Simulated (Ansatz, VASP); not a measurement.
## Two plane-wave programs on Si

File INCAR:

```
PREC = Accurate ; ENCUT = 520
EDIFF = 1E-6 ; ISMEAR = -1
SIGMA = 0.1 ; LREAL = False
LASPH = True ; NELM = 100
ALGO = Normal ; ISIF = 2
LWAVE = False ; LCHARG = False
GGA = B5 ; ALDAX = 1.0
AGGAX = 1.0 ; AGGAC = 1.0
ALDAC = 0.0 ; NBANDS = 8
```

File KPOINTS:

```
Automatic mesh
0
Gamma
  14 14 14
```

Contents of POSCAR:

```
Si
1.0
    2.5185358039      0.0000000000      0.0000000000
    0.0000000000      2.5185358039      0.0000000000
    0.0000000000      0.0000000000      2.5185358039
Si
1
Direct
    0.0000000000      0.0000000000      0.0000000000
```

Input for Ansatz:

```yaml
crystal:
  lattice:
    - [2.5185358039, 0.0, 0.0]
    - [0.0, 2.5185358039, 0.0]
    - [0.0, 0.0, 2.5185358039]
  atoms:
    - { symbol: Si, position: [0.0, 0.0, 0.0] }
hamiltonian:
  xc: blyp
  pseudopotentials:
    kind: paw
    azcp:
      Si: "pseudopotentials/Si.paw.azcp"
basis:
  ecutwfc: 420
  fft_grid_basis: typed
kpoints:
  mp_grid: { grid: [14, 14, 14], shift: [0, 0, 0] }
magnetization:
  spin_polarized: false
scf:
  occupations: { method: fermi_dirac, width: 0.1 }
  lower_state_search: "off"
output:
  stress: true
  write_density: true
  write_potential: true
  elf: true
  volumetric_format: npy
```

Alike in both runs: task single point; functional BLYP; k mesh 14 × 14 × 14; occupations fermi-dirac, width 0.1 eV; no spin polarisation.

|  | VASP | Ansatz |
| --- | --- | --- |
| version | VASP 6.6.1 | Ansatz 0.2.0 |
| potentials or method | VASP PAW PBE potentials, release 64 (Si), cutoff 520 eV | plane waves (420 eV) with PAW, scalar-relativistic |
| valence electrons in the cell | 4 | 4 |

|  | VASP | Ansatz | Ansatz less VASP |
| --- | --- | --- | --- |
| pressure (GPa) | 8.5 | 8.2 | -0.36 |

VASP's potentials were made for PBE, not for BLYP. With one functional, cell and mesh, what is left measures potentials, basis and numerics.
